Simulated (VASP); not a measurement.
# ScSiS4 (F-43m) in VASP: further runs

Runs on ScSiS4. Level: PBE. Tasks: single point, relaxation of cell and atoms.

All numbers are computed with VASP 6.6.1; they aren't measurements. Logs are shortened: lines on timing, memory, paths and dates and some standing lists are left out, and cuts for length are marked.

**1. The cell of the first run**

Symmetry: F-43m, No. 216, cubic system. The conventional cell has a = 7.516 Å, b = 7.516 Å, c = 7.516 Å, α = 90.00°, β = 90.00°, γ = 90.00°. Sc (site symmetry -43m) has 12 S at 3.11 Å and 4 Si at 3.25 Å within 4.1 Å. Si (site symmetry -43m) has 12 S at 3.12 Å and 4 Sc at 3.25 Å within 4.1 Å. Within 3.5 Å of S (site symmetry 3m) lie 6 S at 2.64 to 2.67 Å and 3 Sc at 3.11 Å and 3 Si at 3.12 Å.

The cell was built from a structure type or drawn by symmetry, and may not be a known phase.

**2. Single point, PBE**

INCAR

```
SYSTEM = ScSiS4
ALGO = Normal
EDIFF = 1E-6
ENCUT = 520
GGA = PE
ISIF = 2
ISMEAR = 0
LASPH = .True.
LCHARG = .False.
LREAL = .False.
LWAVE = .False.
NBANDS = 28
NELM = 60
PREC = Accurate
SIGMA = 0.1
```

KPOINTS

```
k-points
0
Gamma
  4 4 4
  0 0 0
```

POSCAR

```
ScSiS4
1.0
    0.0000000000      3.7581848193      3.7581848193
    3.7581848193      0.0000000000      3.7581848193
    3.7581848193      3.7581848193      0.0000000000
Sc Si S
1 1 4
Direct
    0.0000000000      0.0000000000      0.0000000000
    0.2500000000      0.2500000000      0.2500000000
    0.6256729731      0.6256729731      0.6256729731
    0.1229810807      0.6256729731      0.6256729731
    0.6256729731      0.1229810807      0.6256729731
    0.6256729731      0.6256729731      0.1229810807
```

Potentials or basis: VASP PAW PBE potentials, release 64 (Sc_sv, Si, S).

Started as:

```console
$ cat potpaw_PBE.64/Sc_sv/POTCAR potpaw_PBE.64/Si/POTCAR potpaw_PBE.64/S/POTCAR > POTCAR
$ mpirun -np 1 vasp_std > vasp.out
```

OUTCAR:

```text
SYSTEM = ScSiS4
   EDIFF = 1E-6
   ENCUT = 520
   GGA = PE
   ISIF = 2
   ISMEAR = 0
   LASPH = .True.
   LREAL = .False.
   NELM = 60
   PREC = Accurate

 ion  position               nearest neighbor table
   1  0.000  0.000  0.000-   2 3.25   2 3.25   2 3.25   2 3.25
   2  0.250  0.250  0.250-   1 3.25   1 3.25   1 3.25   1 3.25
   3  0.626  0.626  0.626-   4 2.64   5 2.64   6 2.64   6 2.67   5 2.67   4 2.67
   4  0.123  0.626  0.626-   3 2.64   5 2.64   6 2.64   3 2.67   6 2.67   5 2.67
   5  0.626  0.123  0.626-   3 2.64   4 2.64   6 2.64   6 2.67   3 2.67   4 2.67
   6  0.626  0.626  0.123-   3 2.64   4 2.64   5 2.64   3 2.67   5 2.67   4 2.67

  LATTYP: Found a face centered cubic cell.
 ALAT       =     7.5163696386

  Lattice vectors:

 A1 = (   0.0000000000,   3.7581848193,   3.7581848193)
 A2 = (   3.7581848193,   0.0000000000,   3.7581848193)
 A3 = (   3.7581848193,   3.7581848193,   0.0000000000)

Analysis of symmetry for initial positions (statically):
=====================================================================
 Subroutine PRICEL returns:
 Original cell was already a primitive cell.

 Routine SETGRP: Setting up the symmetry group for a
 face centered cubic supercell.

 Subroutine GETGRP returns: Found 24 space group operations
 (whereof 24 operations were pure point group operations)
 out of a pool of 48 trial point group operations.

The static configuration has the point symmetry T_d .

Analysis of symmetry for dynamics (positions and initial velocities):
=====================================================================
 Subroutine PRICEL returns:
 Original cell was already a primitive cell.

 Routine SETGRP: Setting up the symmetry group for a
 face centered cubic supercell.

 Subroutine GETGRP returns: Found 24 space group operations
 (whereof 24 operations were pure point group operations)
 out of a pool of 48 trial point group operations.

The dynamic configuration has the point symmetry T_d .

 Subroutine INISYM returns: Found 24 space group operations
 (whereof 24 operations are pure point group operations),
 and found     1 'primitive' translations

----------------------------------------------------------------------------------------

                                     Primitive cell

  volume of cell :     106.1609

  direct lattice vectors                    reciprocal lattice vectors
     0.000000000  3.758184819  3.758184819    -0.133042951  0.133042951  0.133042951
     3.758184819  0.000000000  3.758184819     0.133042951 -0.133042951  0.133042951
     3.758184819  3.758184819  0.000000000     0.133042951  0.133042951 -0.133042951

  length of vectors
     5.314875941  5.314875941  5.314875941     0.230437151  0.230437151  0.230437151

  position of ions in fractional coordinates (direct lattice)
     0.000000000  0.000000000  0.000000000
     0.250000000  0.250000000  0.250000000
     0.625672973  0.625672973  0.625672973
     0.122981081  0.625672973  0.625672973
     0.625672973  0.122981081  0.625672973
     0.625672973  0.625672973  0.122981081

  ion indices of the primitive-cell ions
   primitive index   ion index
                 1           1
                 2           2
                 3           3
                 4           4
                 5           5
                 6           6

----------------------------------------------------------------------------------------

 KPOINTS: k-points

Automatic generation of k-mesh.
 Grid dimensions read from file:
 generate k-points for:    4    4    4

 Generating k-lattice:

  Cartesian coordinates                     Fractional coordinates (reciprocal lattice)
    -0.033260738  0.033260738  0.033260738     0.250000000  0.000000000  0.000000000
     0.033260738 -0.033260738  0.033260738     0.000000000  0.250000000  0.000000000
     0.033260738  0.033260738 -0.033260738     0.000000000  0.000000000  0.250000000

  Length of vectors
     0.057609288  0.057609288  0.057609288

  Shift w.r.t. Gamma in fractional coordinates (k-lattice)
     0.000000000  0.000000000  0.000000000

 Subroutine IBZKPT returns following result:
 ===========================================

 Found      8 irreducible k-points:

 Following reciprocal coordinates:
            Coordinates               Weight
  0.000000  0.000000  0.000000      1.000000
  0.250000  0.000000  0.000000      8.000000
  0.500000  0.000000  0.000000      4.000000
  0.250000  0.250000  0.000000      6.000000
  0.500000  0.250000  0.000000     24.000000
 -0.250000  0.250000  0.000000     12.000000
  0.500000  0.500000  0.000000      3.000000
 -0.250000  0.500000  0.250000      6.000000
   k-points           NKPTS =      8   k-points in BZ     NKDIM =      8   number of bands    NBANDS=     28
   number of dos      NEDOS =    301   number of ions     NIONS =      6
   total plane-waves  NPLWV =  64000
   dimension x,y,z NGX =    40 NGY =   40 NGZ =   40
   dimension x,y,z NGXF=    80 NGYF=   80 NGZF=   80
   ions per type =               1   1   4
   NGX,Y,Z   is equivalent  to a cutoff of  12.51, 12.51, 12.51 a.u.
   NGXF,Y,Z  is equivalent  to a cutoff of  25.02, 25.02, 25.02 a.u.
 SYSTEM =  ScSiS4
   PREC   = accura    normal or accurate (medium, high low for compatibility)
   ISTART =      0    job   : 0-new  1-cont  2-samecut
   ICHARG =      2    charge: 1-file 2-atom 10-const
   ISPIN  =      1    spin polarized calculation?
   LNONCOLLINEAR =      F non collinear calculations
   LSORBIT =      F    spin-orbit coupling
   LASPH  =      T    aspherical Exc in radial PAW
   ENCUT  =  520.0 eV  38.22 Ry    6.18 a.u.   9.88  9.88  9.88*2*pi/ulx,y,z
   NELM   =     60;   NELMIN=  2; NELMDL= -5     # of ELM steps
   EDIFF  = 0.1E-05   stopping-criterion for ELM
   LREAL  =      F    real-space projection
   EDIFFG = 0.1E-04   stopping-criterion for IOM
   NSW    =      0    number of steps for IOM
   IBRION =     -1    ionic relax: 0-MD 1-quasi-New 2-CG
   NFREE  =      0    steps in history (QN), initial steepest desc. (CG)
   ISIF   =      2    stress and relaxation
   ISYM   =      2    0-nonsym 1-usesym 2-fastsym
   POTIM  = 0.5000    time-step for ionic-motion
   TEBEG  =    0.0;   TEEND  =   0.0 temperature during run
   PSTRESS=    0.0 pullay stress
   NELECT =      39.0000    total number of electrons
   NUPDOWN=      -1.0000    fix difference up-down
   EMIN   =  10.00;   EMAX   =-10.00  energy-range for DOS
   EFERMI =   0.00;   METHOD = LEGACY
   ISMEAR =     0;   SIGMA  =   0.10  broadening in eV -4-tet -1-fermi 0-gaus
   EFERMI_NEDOS =   21; number of points for ismear=-14 and -15
   IALGO  =     38    algorithm
   IMIX   =      4    mixing-type and parameters
     AMIX     =   0.40;   BMIX     =  1.00
     AMIX_MAG =   1.60;   BMIX_MAG =  1.00
  volume/ion in A,a.u.               =      17.69       119.40
  Fermi-wavevector in a.u.,A,eV,Ry     =   1.172488  2.215680 18.704297  1.374727
  Thomas-Fermi vector in A             =   2.308915
   LORBIT       =      0    0 simple, 1 ext, 2 COOP (PROOUT), +10 PAW based schemes
   GGA     = PE    functional components
   LHFCALC =     F    Hartree Fock is set to
   AEXX    =    0.0000 exact exchange contribution
   IVDW    =     0    specifies the selected vdW correction
   LEPSILON=     F    determine dielectric tensor
   LRPA    =     F    only Hartree local field effects (RPA)
 non-spin polarized calculation
 Gauss-broadening in eV      SIGMA  =   0.10
  energy-cutoff  :      520.00
  volume of cell :      106.16
 maximum number of plane-waves:      2884
   NGX = 19   NGY = 19   NGZ = 19

 number of electron      39.0000005 magnetization

 Free energy of the ion-electron system (eV)
  ---------------------------------------------------
  ext. energy  EPLUGINS =         0.00000000
  ---------------------------------------------------
  free energy    TOTEN  =       -24.74453002 eV

  energy without entropy =      -24.71170187  energy(sigma->0) =      -24.72811595

 E-fermi :   7.1867     XC(G=0): -10.6457

 val. band max:        7.1695509901   @ k =   0.5000   0.2500   0.0000
 cond. band min:       7.2179930304   @ k =   0.5000   0.5000   0.0000
 fundamental gap:      0.0484420403
 Fermi energy:         7.1867414298

 k-point     1 :       0.0000    0.0000    0.0000
  band No.  band energies     occupation
      1     -43.5495      2.00000
      2     -22.1386      2.00000
      3     -22.1386      2.00000
      4     -22.1386      2.00000
      5      -9.3742      2.00000
      6      -4.8252      2.00000
[... 20 lines left out ...]
     27       9.4590      0.00000
     28       9.4671      0.00000

 k-point     2 :       0.2500    0.0000    0.0000
  band No.  band energies     occupation
      1     -43.5495      2.00000
      2     -22.1402      2.00000
      3     -22.1388      2.00000
      4     -22.1388      2.00000
      5      -9.0592      2.00000
      6      -5.8889      2.00000
[... 20 lines left out ...]
     27       9.2457      0.00000
     28       9.9501      0.00000

 k-point     3 :       0.5000    0.0000    0.0000
  band No.  band energies     occupation
      1     -43.5495      2.00000
      2     -22.1417      2.00000
      3     -22.1390      2.00000
      4     -22.1390      2.00000
      5      -8.5507      2.00000
      6      -6.8947      2.00000
[... 20 lines left out ...]
     27       9.1236      0.00000
     28      10.3916      0.00000

 k-point     4 :       0.2500    0.2500    0.0000
  band No.  band energies     occupation
      1     -43.5495      2.00000
      2     -22.1401      2.00000
      3     -22.1391      2.00000
      4     -22.1391      2.00000
      5      -8.9414      2.00000
      6      -6.0734      2.00000
[... 20 lines left out ...]
     27       9.3581      0.00000
     28       9.8884      0.00000

 k-point     5 :       0.5000    0.2500    0.0000
  band No.  band energies     occupation
      1     -43.5495      2.00000
      2     -22.1412      2.00000
      3     -22.1398      2.00000
      4     -22.1393      2.00000
      5      -8.3503      2.00000
      6      -7.0627      2.00000
[... 20 lines left out ...]
     27       9.3154      0.00000
     28       9.6392      0.00000

 k-point     6 :      -0.2500    0.2500    0.0000
  band No.  band energies     occupation
      1     -43.5495      2.00000
      2     -22.1408      2.00000
      3     -22.1398      2.00000
      4     -22.1390      2.00000
      5      -8.5939      2.00000
      6      -6.7137      2.00000
[... 20 lines left out ...]
     27       9.4074      0.00000
     28       9.8901      0.00000

 k-point     7 :       0.5000    0.5000    0.0000
  band No.  band energies     occupation
      1     -43.5494      2.00000
      2     -22.1415      2.00000
      3     -22.1397      2.00000
      4     -22.1397      2.00000
      5      -7.8199      2.00000
      6      -7.6852      2.00000
[... 20 lines left out ...]
     27       9.3679      0.00000
     28      10.2668      0.00000

 k-point     8 :      -0.2500    0.5000    0.2500
  band No.  band energies     occupation
      1     -43.5494      2.00000
      2     -22.1408      2.00000
      3     -22.1403      2.00000
      4     -22.1397      2.00000
      5      -7.8055      2.00000
      6      -7.6653      2.00000
[... 20 lines left out ...]
     27       9.1982      0.00000
     28       9.2337      0.00000

------------------------ aborting loop because EDIFF is reached ----------------------------------------

  FORCE on cell =-STRESS in cart. coord.  units (eV):
  Direction    XX          YY          ZZ          XY          YZ          ZX
  --------------------------------------------------------------------------------------
  -------------------------------------------------------------------------------------
  Total       -0.0715776     -0.0715776     -0.0715776     -0.0000000      0.0000000     -0.0000000
  in kB       -1.0802481     -1.0802481     -1.0802481     -0.0000000      0.0000000     -0.0000000
  external PRESSURE =      -1.0802481 kB  Pullay stress =       0.0000000 kB

 VOLUME and BASIS-vectors are now :
 -----------------------------------------------------------------------------
  energy-cutoff  :      520.00
  volume of cell :      106.16
      direct lattice vectors                 reciprocal lattice vectors
     0.000000000  3.758184819  3.758184819    -0.133042951  0.133042951  0.133042951
     3.758184819  0.000000000  3.758184819     0.133042951 -0.133042951  0.133042951
     3.758184819  3.758184819  0.000000000     0.133042951  0.133042951 -0.133042951

 POSITION                                       TOTAL-FORCE (eV/Angst)
 -----------------------------------------------------------------------------------
      0.00000      0.00000      0.00000         0.000000      0.000000      0.000000
      1.87909      1.87909      1.87909         0.000000      0.000000      0.000000
      4.70279      4.70279      4.70279         0.004477      0.004477      0.004477
      4.70279      2.81358      2.81358         0.004477     -0.004477     -0.004477
      2.81358      4.70279      2.81358        -0.004477      0.004477     -0.004477
      2.81358      2.81358      4.70279        -0.004477     -0.004477      0.004477
 -----------------------------------------------------------------------------------
    total drift:                                0.000000      0.000000     -0.000000

  FREE ENERGIE OF THE ION-ELECTRON SYSTEM (eV)
  ---------------------------------------------------
  free  energy   TOTEN  =       -24.7445300224 eV

  energy  without entropy=      -24.7117018722  energy(sigma->0) =      -24.72811595
```

Run time: 59 s. Hardware: 1 thread of Intel Xeon 8259CL, shared host; peak memory 0.24 GiB.

Results:

```
Free energy            : -24.7445 eV
Pressure               : -0.1 GPa
Largest force          : 0.008 eV/Å
Band gap on the k mesh : zero (an odd number of electrons rules out a gap without spin polarisation)
```

Forces on the atoms (eV/Å):
```
Sc   0.000  0.000  0.000
Si   0.000  0.000  0.000
S    0.004  0.004  0.004
S    0.004 -0.004 -0.004
S   -0.004  0.004 -0.004
S   -0.004 -0.004  0.004
```

Levels at points of the mesh, in eV from the Fermi level:
```tsv
k point	band 15	band 16	band 17	band 18	band 19	band 20	band 21	band 22	band 23	band 24
(0.00, 0.00, 0.00)	-4.88	-0.78	-0.78	-0.78	0.94	0.94	0.94	1.84	1.84	1.84
(0.50, 0.00, 0.00)	-2.92	-2.89	-2.89	-2.87	0.22	0.73	0.73	1.01	1.29	1.47
(0.50, 0.50, 0.00)	-3.00	-2.93	-2.93	-2.70	-1.82	0.03	0.03	0.29	1.51	1.78
```

Caveat: the k points lie up to 0.36 Å⁻¹ apart, too coarse for converged energies and pressures of a metal.

**3. Single point, PBE**

This run uses another cell than the first one, of 19.72 Å³/atom.

INCAR

```
SYSTEM = ScSiS4
PREC     = Accurate       ! precision mode
ENCUT    = 520            ! plane-wave cutoff, eV
EDIFF    = 1E-6           ! SCF threshold, eV
ISMEAR   = 0              ! smearing method
SIGMA    = 0.1            ! smearing width, eV
LREAL    = .False.        ! projectors in reciprocal space
LASPH    = .True.         ! aspherical terms in the spheres
NELM     = 100            ! most SCF steps
ALGO     = Normal         ! electronic algorithm
ISIF     = 2              ! what is computed and relaxed
LWAVE    = .False.        ! write WAVECAR
LCHARG   = .False.        ! write CHGCAR
GGA      = PE             ! functional
NBANDS   = 28             ! bands
```

KPOINTS

```
Automatic mesh
0
Gamma
  4 4 4
  0 0 0
```

POSCAR

```
ScSiS4
1.0
    0.0000000000      3.8965585500      3.8965585500
    3.8965585500      0.0000000000      3.8965585500
    3.8965585500      3.8965585500      0.0000000000
Sc Si S
1 1 4
Direct
    0.0000000000      0.0000000000      0.0000000000
    0.2500000000      0.2500000000      0.2500000000
    0.6238817100      0.6238817100      0.6238817100
    0.1283548800      0.6238817100      0.6238817100
    0.6238817100      0.1283548800      0.6238817100
    0.6238817100      0.6238817100      0.1283548800
```

Potentials or basis: VASP PAW PBE potentials, release 64 (Sc_sv, Si, S).

Started as:

```console
$ cat potpaw_PBE.64/Sc_sv/POTCAR potpaw_PBE.64/Si/POTCAR potpaw_PBE.64/S/POTCAR > POTCAR
$ mpirun -np 1 vasp_std > vasp.out
```

Run time: 88 s. Hardware: 1 thread of Intel Xeon 8259CL, shared host; peak memory 0.26 GiB.

Results (log left out):

- Free energy: -24.4754 eV
- Pressure: -6.1 GPa
- Largest force: 0.248 eV/Å
- Band gap on the k mesh: zero (an odd number of electrons rules out a gap without spin polarisation)

Forces on the atoms (eV/Å):
```
Sc   0.000  0.000  0.000
Si   0.000  0.000  0.000
S    0.143  0.143  0.143
S    0.143 -0.143 -0.143
S   -0.143  0.143 -0.143
S   -0.143 -0.143  0.143
```

Levels at points of the mesh, in eV from the Fermi level:
```tsv
k point	band 16	band 17	band 18	band 19	band 20	band 21	band 22	band 23
(0.00, 0.00, 0.00)	-0.61	-0.61	-0.61	0.70	0.70	0.70	1.61	1.61
(0.50, 0.00, 0.00)	-2.66	-2.66	-2.49	0.08	0.65	0.65	0.75	1.08
(0.50, 0.50, 0.00)	-2.54	-2.54	-2.27	-1.76	0.05	0.05	0.25	1.25
```

Caveat: the cell stands under tension.

**4. Relaxation of cell and atoms, PBE**

This run uses another cell than the first one, of 19.72 Å³/atom.

INCAR

```
SYSTEM = ScSiS4
PREC = Accurate ; ENCUT = 600
EDIFF = 1E-6 ; ISMEAR = 0
SIGMA = 0.1 ; LREAL = .FALSE.
LASPH = .TRUE. ; NELM = 80
ALGO = Normal ; ISIF = 3
LWAVE = .FALSE. ; LCHARG = .FALSE.
GGA = PE ; IBRION = 2
NSW = 90 ; EDIFFG = -0.04
```

KPOINTS

```
Automatic mesh
0
G
  4 4 4
  0 0 0
```

POSCAR is that of step 3.

Started as:

```console
$ cat potpaw_PBE.64/Sc_sv/POTCAR potpaw_PBE.64/Si/POTCAR potpaw_PBE.64/S/POTCAR > POTCAR
$ mpirun -np 1 vasp_std > vasp.out
```

Wall time 4.5 min (1 thread of Intel Xeon 8259CL, shared host); peak memory 0.35 GiB.

The run converged. Its results:

```yaml
Free_energy: -24.7458 eV
Relaxed_volume: 17.66 Å³/atom
Relaxed_cell: a = 5.311 Å, b = 5.311 Å, c = 5.311 Å, α = 60.00°, β = 60.00°, γ = 60.00°
Space_group_after_relaxing_to_0.1_Å: F-43m (No. 216)
Energy_gained_by_relaxing: 45.1 meV/atom
Ionic_steps: 5
Pressure_after_relaxing: 0.0 GPa
Band_gap_on_the_k_mesh: zero (an odd number of electrons rules out a gap without spin polarisation)
```

The path:
```
step  energy change (eV)  largest force (eV/Å)  pressure (GPa)  volume (Å³)
   1              0.0000                0.2471           -6.07       118.32
   2             -0.2664                0.1593            0.02       105.98
   3             -0.2664                0.1579            0.10       105.86
   4             -0.2698                0.0576            0.06       105.92
   5             -0.2703                0.0017            0.04       105.96
```

Final structure:
```cif
data_structure
_symmetry_space_group_name_H-M 'P 1'
_symmetry_Int_Tables_number 1
_cell_length_a 5.3115
_cell_length_b 5.3115
_cell_length_c 5.3115
_cell_angle_alpha 60.000
_cell_angle_beta 60.000
_cell_angle_gamma 60.000
_cell_volume 105.96
loop_
_atom_site_label
_atom_site_type_symbol
_atom_site_fract_x
_atom_site_fract_y
_atom_site_fract_z
_atom_site_occupancy
Sc1 Sc 0.00000 0.00000 0.00000 1
Si1 Si 0.25000 0.25000 0.25000 1
S1 S 0.62570 0.62570 0.62570 1
S2 S 0.12290 0.62570 0.62570 1
S3 S 0.62570 0.12290 0.62570 1
S4 S 0.62570 0.62570 0.12290 1
```

Levels at points of the mesh, in eV from the Fermi level:
| k point | band 17 | band 18 | band 19 | band 20 | band 21 | band 22 |
| --- | --- | --- | --- | --- | --- | --- |
| (0.00, 0.00, 0.00) | -0.79 | -0.79 | 0.94 | 0.94 | 0.94 | 1.84 |
| (0.50, 0.00, 0.00) | -2.90 | -2.87 | 0.23 | 0.73 | 0.73 | 1.01 |
| (0.50, 0.50, 0.00) | -2.94 | -2.71 | -1.82 | 0.03 | 0.03 | 0.29 |

(Continued in part 2 of 2.)
